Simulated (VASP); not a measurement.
CdTe:

```
Cd Te
1.0
     0.00000    3.28211    3.28211
     3.28211    0.00000    3.28211
     3.28211    3.28211    0.00000
Cd Te
1 1
Direct
  0.00000 0.00000 0.00000
  0.75000 0.75000 0.75000
```

Base run:

```yaml
Program: VASP 6.6.1
Functional: PBEsol
Potentials_or_basis: VASP PAW PBE potentials, release 64 (Cd, Te)
Cutoff: 520 eV
k_mesh: 7 × 7 × 7
Occupations: fermi-dirac, width 0.01 eV
Spin: no spin polarisation
```

Its results: band gap on the k mesh 0.55 eV, direct; pressure -1.2 GPa.

Question: The run is repeated on the same cell with these changes: functional from PBEsol to PBE; further incar settings from ALGO = Normal; EDIFF = 1e-06; NBANDS = 16 to ALGO = Normal; EDIFF = 1e-07; NBANDS = 16. What comes out?

Answer: Band gap on the k mesh 0.66 eV, direct; pressure 1.0 GPa.

Caveats: spin-orbit coupling is left out, which moves the levels of the heavy elements; the PAW data sets were made with another functional, which shifts forces and pressure a little (some runs).

